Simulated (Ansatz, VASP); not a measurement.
# Si3C in VASP and in Ansatz

```xyz
4
Lattice="2.7480 0.0000 0.0000 -1.3740 2.3798 0.0000 0.0000 0.0000 8.9304" Properties=species:S:1:pos:R:3 pbc="T T T"
Si    0.0000    1.5865    0.0000
Si    1.3740    0.7933    2.2326
Si    1.3740    0.7933    6.6978
C     0.0000    1.5865    4.4652
```

Alike in both runs: task single point; functional PBE; k mesh 6 × 6 × 2; occupations gaussian, width 0.1 eV; collinear spin.

|  | VASP | Ansatz |
| --- | --- | --- |
| version | VASP 6.6.1 | Ansatz 0.2.0 |
| potentials or method | VASP PAW PBE potentials, release 64 (Si, C), cutoff 600 eV | scalar-relativistic, plane waves, PAW |
| valence electrons in the cell | 16 | 16 |

|  | VASP | Ansatz | Ansatz less VASP |
| --- | --- | --- | --- |
| gap on the k mesh at the Fermi level (eV) | none | none | - |
| pressure (GPa) | -12.2 | -12.2 | +0.01 |
| traceless stress, the component that is largest in VASP (GPa) | -5.52 | -5.53 | -0.017 |
| rms of the force components (eV/Å) | 0.669 | 0.671 | +0.0015 |
| net moment per atom (μB) | 0.00 | 0.00 | 0.000 |

Atom by atom the forces differ by 0.002 eV/Å (rms over components). A gap of «none» marks a metal or a gap that the smearing closes. Ansatz's warnings: filled band counts differ across k points, seeded moment not kept.

The k mesh is coarse, so the values compare programs but aren't converged.
